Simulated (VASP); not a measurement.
Set up this calculation in VASP 6.6.1, as the native input.

- Task: single point
- Functional: r2SCAN
- Potentials or basis: VASP PAW PBE potentials, release 64 (Cd, S)
- Cutoff: 520 eV
- k mesh: 6 × 6 × 6
- Occupations: gaussian, width 0.01 eV
- Spin: no spin polarisation
- Dipole correction: no
- Further INCAR settings: ALGO = Normal; EDIFF = 1e-07; NBANDS = 16

The system is CdS (Hawleyite).

```
Cd S
1.0
     0.00000    2.93921    2.93921
     2.93921    0.00000    2.93921
     2.93921    2.93921    0.00000
Cd S
1 1
Direct
  0.00000 0.00000 0.00000
  0.25000 0.25000 0.25000
```

These files were run (other wordings do the same):

POSCAR

```
CdS
1.0
    0.0000000000      2.9392138922      2.9392138922
    2.9392138922      0.0000000000      2.9392138922
    2.9392138922      2.9392138922      0.0000000000
Cd S
1 1
Direct
    0.0000000000      0.0000000000      0.0000000000
    0.2500000000      0.2500000000      0.2500000000
```

INCAR.step1

```
SYSTEM = CdS
PREC = Accurate ; ENCUT = 520
ISMEAR = 0 ; SIGMA = 0.01
LREAL = .FALSE. ; LASPH = .TRUE.
NELM = 60 ; NBANDS = 16
GGA = PE ; ALGO = Normal
EDIFF = 1E-4 ; LWAVE = .TRUE.
LCHARG = .FALSE.
```

INCAR.step2

```
SYSTEM = CdS
PREC = Accurate ; ENCUT = 520
EDIFF = 1E-7 ; ISMEAR = 0
SIGMA = 0.01 ; LREAL = .FALSE.
LASPH = .TRUE. ; NELM = 60
ALGO = Normal ; ISIF = 2
LWAVE = .FALSE. ; LCHARG = .FALSE.
METAGGA = R2SCAN ; LMIXTAU = .TRUE.
NBANDS = 16 ; ISTART = 1
```

KPOINTS

```
regular mesh
0
G
  6 6 6
  0 0 0
```

Potentials or basis: VASP PAW PBE potentials, release 64 (Cd, S).

Launch:

```console
$ cat potpaw_PBE.64/Cd/POTCAR potpaw_PBE.64/S/POTCAR > POTCAR
$ cp INCAR.step1 INCAR
$ mpirun -np 1 vasp_std > vasp.out
$ cp INCAR.step2 INCAR
$ mpirun -np 1 vasp_std > vasp.out
```

It gave:

```json
{
  "Pressure": "0.3 GPa",
  "Band gap on the k mesh": "1.54 eV, direct"
}
```

Caveat: the PAW data sets were made with another functional, which shifts forces and pressure a little.

Wall time 2.1 min on 1 thread of AMD EPYC 7R13, with other jobs on the host, peak memory 0.15 GiB.
